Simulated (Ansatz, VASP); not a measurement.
Two plane-wave programs on CoSi2

INCAR

```
SYSTEM = CoSi2
ALGO = Normal
EDIFF = 1E-7
ENCUT = 520
GGA = PE
ISIF = 2
ISMEAR = 0
LASPH = .TRUE.
LCHARG = .FALSE.
LREAL = .FALSE.
LWAVE = .FALSE.
NBANDS = 16
NELM = 80
PREC = Accurate
SIGMA = 0.15
```

Contents of KPOINTS:

```
k-points
0
G
  12 12 12
  0 0 0
```

Contents of POSCAR:

```
CoSi2
1.0
    0.0000000000      2.6801763726      2.6801763726
    2.6801763726      0.0000000000      2.6801763726
    2.6801763726      2.6801763726      0.0000000000
Co Si
1 2
Direct
   -0.0051919909      0.0051919909     -0.0051919909
    0.2783936538      0.2216063462      0.2325011516
    0.7325011516      0.7674988484      0.7783936538
```

Input for Ansatz:

```yaml
crystal:
  lattice:
    - [0.0, 2.6801763726, 2.6801763726]
    - [2.6801763726, 0.0, 2.6801763726]
    - [2.6801763726, 2.6801763726, 0.0]
  atoms:
    - { symbol: Co, position: [-0.0051919909, 0.0051919909, -0.0051919909] }
    - { symbol: Si, position: [0.2783936538, 0.2216063462, 0.2325011516] }
    - { symbol: Si, position: [0.7325011516, 0.7674988484, 0.7783936538] }
basis:
  ecutwfc: 520.0
kpoints:
  mp_grid: { grid: [12, 12, 12] }
hamiltonian:
  xc: pbe
  pseudopotentials: { kind: paw, azcp: { folder: soft_1 } }
scf:
  occupations: { method: gaussian, width: 0.15 }
output:
  forces: true
  stress: true
  eigenvalues: true
```

Change from the starting cell: mode 4 frozen in at -0.123 Å and mode 8 at -0.029 Å (largest displacements).

Alike in both runs: task single point; functional PBE; k mesh 12 × 12 × 12; occupations gaussian, width 0.15 eV; no spin polarisation.

|  | VASP | Ansatz |
| --- | --- | --- |
| version | VASP 6.6.1 | Ansatz 0.2.0 |
| potentials or method | VASP PAW PBE potentials, release 64 (Co, Si), cutoff 520 eV | scalar-relativistic, plane waves, PAW |
| valence electrons in the cell | 17 | 25 |

```csv
,VASP,Ansatz,Ansatz less VASP
gap on the k mesh at the Fermi level (eV),none,none,-
pressure (GPa),2.5,2.7,+0.20
"traceless stress, the component that is largest in VASP (GPa)",9.01,9.02,+0.010
rms of the force components (eV/Å),0.771,0.772,+0.0010
```

Atom by atom the forces differ by 0.003 eV/Å (rms over components). A gap of «none» marks a metal or a gap that the smearing closes. The functional is the same, so the differences come from potentials, cutoffs and numerics. VASP's potentials hold 17 valence electrons a cell and Ansatz's 25, so a difference there can come from the potentials and not from the codes.
